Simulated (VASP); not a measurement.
# MnS (F-43m) in VASP: a series of runs, part 2 of 2

VASP 6.6.1.

### Step 3. Single point, BLYP, collinear spin, ferromagnetic start

This run uses another cell than the first one, of 15.13 Å³/atom, 1.053 times its volume.

INCAR reads:

```
AGGAC    = 1.0          
AGGAX    = 1.0          
ALDAC    = 0.0          
ALDAX    = 1.0          
ALGO     = Normal         # electronic algorithm
EDIFF    = 1E-7           # SCF threshold, eV
ENCUT    = 520            # plane-wave cutoff, eV
GGA      = B5             # functional
ISIF     = 2              # what is computed and relaxed
ISMEAR   = -1             # smearing method
ISPIN    = 2              # spin polarisation
LASPH    = True           # aspherical terms in the spheres
LCHARG   = True           # write CHGCAR
LELF     = True           # ELF
LMAXMIX  = 4              # l up to which the mixer works
LORBIT   = 11             # projections on sites
LREAL    = False          # projectors in reciprocal space
LVHAR    = True         
LWAVE    = False          # write WAVECAR
MAGMOM   = 4 0            # initial moments
NBANDS   = 20             # bands
NELM     = 150            # most SCF steps
PREC     = Accurate       # precision mode
SIGMA    = 0.05           # smearing width, eV
```

KPOINTS reads:

```
k-points
0
Gamma
  9 9 9
```

POSCAR reads:

```
MnS
1.0
    0.0000000000      2.4734634191      2.4734634191
    2.4734634191      0.0000000000      2.4734634191
    2.4734634191      2.4734634191      0.0000000000
Mn S
1 1
Direct
    0.0000000000      0.0000000000      0.0000000000
    0.7500000000      0.7500000000      0.7500000000
```

Potentials or basis: VASP PAW PBE potentials, release 64 (Mn_pv, S).

Run with:

```sh
cat potpaw_PBE.64/Mn_pv/POTCAR potpaw_PBE.64/S/POTCAR > POTCAR
mpirun -np 1 vasp_std > vasp.out
```

OUTCAR:

```text
EDIFF = 1E-7
   ENCUT = 520
   GGA = B5
   ISIF = 2
   ISMEAR = -1
   ISPIN = 2
   LASPH = True
   LORBIT = 11
   LREAL = False
   NELM = 150
   PREC = Accurate

 ion  position               nearest neighbor table
   1  0.000  0.000  0.000-   2 2.14   2 2.14   2 2.14   2 2.14
   2  0.750  0.750  0.750-   1 2.14   1 2.14   1 2.14   1 2.14

  LATTYP: Found a face centered cubic cell.
 ALAT       =     4.9469268382

  Lattice vectors:

 A1 = (   0.0000000000,   2.4734634191,   2.4734634191)
[... 1319 lines left out ...]
  in kB      103.8908083    103.8908083    103.8908083      0.0000000      0.0000000      0.0000000
  external PRESSURE =     103.8908083 kB  Pullay stress =       0.0000000 kB

 VOLUME and BASIS-vectors are now :
 -----------------------------------------------------------------------------
  energy-cutoff  :      520.00
  volume of cell :       30.27
      direct lattice vectors                 reciprocal lattice vectors
     0.000000000  2.473463419  2.473463419    -0.202145702  0.202145702  0.202145702
     2.473463419  0.000000000  2.473463419     0.202145702 -0.202145702  0.202145702
     2.473463419  2.473463419  0.000000000     0.202145702  0.202145702 -0.202145702

 POSITION                                       TOTAL-FORCE (eV/Angst)
 -----------------------------------------------------------------------------------
      0.00000      0.00000      0.00000        -0.000000      0.000000     -0.000000
      3.71020      3.71020      3.71020         0.000000     -0.000000      0.000000
 -----------------------------------------------------------------------------------
    total drift:                               -0.000000     -0.000000     -0.000000

  FREE ENERGIE OF THE ION-ELECTRON SYSTEM (eV)
  ---------------------------------------------------
  free  energy   TOTEN  =       -12.1494229196 eV

  energy  without entropy=      -12.1291502486  energy(sigma->0) =      -12.13928658

 total charge

# of ion       s       p       d       tot
------------------------------------------
    1        0.349   6.310   5.403  12.063
    2        1.336   2.455   0.000   3.790
--------------------------------------------------
tot          1.685   8.765   5.403  15.853

 magnetization (x)

# of ion       s       p       d       tot
------------------------------------------
    1        0.000   0.000   0.001   0.001
    2       -0.000  -0.000   0.000  -0.000
--------------------------------------------------
tot          0.000   0.000   0.001   0.001
```

OSZICAR:

```text
N       E                     dE             d eps       ncg     rms          rms(c)
DAV:   1     0.163916504934E+03    0.16392E+03   -0.10291E+04  2800   0.102E+03
DAV:   2    -0.460613925027E+01   -0.16852E+03   -0.15979E+03  2904   0.298E+02
DAV:   3    -0.127538188123E+02   -0.81477E+01   -0.80352E+01  3220   0.712E+01
[... 17 lines left out ...]
DAV:  21    -0.121494198915E+02   -0.28010E-05   -0.11733E-05  3076   0.205E-02    0.523E-03
DAV:  22    -0.121494217235E+02   -0.18320E-05   -0.12652E-05  3128   0.215E-02    0.307E-03
DAV:  23    -0.121494225309E+02   -0.80739E-06   -0.55738E-06  3204   0.154E-02    0.151E-03
DAV:  24    -0.121494228296E+02   -0.29865E-06   -0.23050E-06  3568   0.843E-03    0.893E-04
DAV:  25    -0.121494229196E+02   -0.90056E-07   -0.15440E-07  2460   0.263E-03
   1 F= -.12149423E+02 E0= -.12139287E+02  d E =-.202727E-01  mag=     0.0006
```

stdout:

```text
POSCAR found type information on POSCAR MnS
 POSCAR found :  2 types and       2 ions
 scaLAPACK will be used
 -----------------------------------------------------------------------------
|                                                                             |
|                                                                             |
|     You enforced a specific xc type in the INCAR file but a different       |
|     I HOPE YOU KNOW WHAT YOU ARE DOING!                                     |
|                                                                             |
 -----------------------------------------------------------------------------

 LDA part: xc-table for (Slater(with rela. corr.)+VWN5), standard interpolation
 POSCAR, INCAR and KPOINTS ok, starting setup
 FFT: planning ... GRIDC
 FFT: planning ... GRID_SOFT
 FFT: planning ... GRID
 WAVECAR not read
 entering main loop
```

It took 3.8 min on 1 thread of AMD EPYC 7R13, shared host; peak memory 0.16 GiB.

What came out:

* Free energy: -12.1494 eV
* Pressure: 10.4 GPa
* Net moment: 0.00 μB per cell
* Valence electrons inside the program's atomic spheres: Mn 12.06; S 3.79

Levels at points of the mesh, in eV from the Fermi level:
Spin up:
| k point | band 6 | band 7 | band 8 | band 9 | band 10 | band 11 | band 12 | band 13 |
| --- | --- | --- | --- | --- | --- | --- | --- | --- |
| (0.00, 0.00, 0.00) | -4.67 | -4.67 | -0.77 | -0.77 | 3.72 | 3.72 | 3.72 | 4.04 |
Spin down:
```
           k point  band 6  band 7  band 8  band 9  band 10  band 11  band 12  band 13
(0.00, 0.00, 0.00)   -4.67   -4.67   -0.77   -0.77     3.72     3.72     3.72     4.04
```

Caveat: the starting moments collapsed, and a magnetic state may lie lower; the PAW data sets were made with another functional, which shifts forces and pressure a little; semilocal functionals often make such compounds metallic where correlation or magnetic order opens a gap, which also shifts bond lengths.

### Step 4. Single point, revPBE, collinear spin, ferromagnetic start

This run uses another cell than the first one, of 15.13 Å³/atom, 1.053 times its volume.

INCAR reads:

```
SYSTEM = MnS
PREC = Accurate
ENCUT = 520
EDIFF = 1E-6
ISMEAR = -1
SIGMA = 0.05
LREAL = .False.
LASPH = .True.
NELM = 150
ALGO = Normal
ISIF = 2
LWAVE = .False.
LCHARG = .True.
ISPIN = 2
MAGMOM = 4 0
LORBIT = 11
LMAXMIX = 4
GGA = RE
LELF = .True.
LVHAR = .True.
NBANDS = 20
```

KPOINTS reads:

```
regular mesh
0
Gamma
  9 9 9
  0 0 0
```

POSCAR is that of step 3.

Run with:

```sh
cat potpaw_PBE.64/Mn_pv/POTCAR potpaw_PBE.64/S/POTCAR > POTCAR
mpirun -np 1 vasp_std > vasp.out
```

Run time: 3.2 min. Hardware: 1 thread of AMD EPYC 7R13, shared host; peak memory 0.16 GiB.

It converged, with:

* Free energy: -12.9217 eV
* Pressure: 5.3 GPa
* Net moment: -0.21 μB per cell
* Site moments: Mn -0.21; S +0.01 μB
* Valence electrons inside the program's atomic spheres: Mn 12.02; S 3.76

Levels at points of the mesh, in eV from the Fermi level:
Spin up:
| k point | band 7 | band 8 | band 9 | band 10 | band 11 | band 12 |
| --- | --- | --- | --- | --- | --- | --- |
| (0.00, 0.00, 0.00) | -4.69 | -0.65 | -0.65 | 3.72 | 3.72 | 3.72 |
Spin down:
```
           k point  band 8  band 9  band 10  band 11  band 12  band 13
(0.00, 0.00, 0.00)   -0.91   -0.91     3.65     3.65     3.65     3.83
```

Caveat: the PAW data sets were made with another functional, which shifts forces and pressure a little; the moment fell far below its start of 4 μB, so a state of higher moment may lie lower in energy; semilocal functionals often make such compounds metallic where correlation or magnetic order opens a gap, which also shifts bond lengths. With open d or f shells a metallic result of revPBE can be an artefact of self-interaction; +U or a hybrid may open a gap.
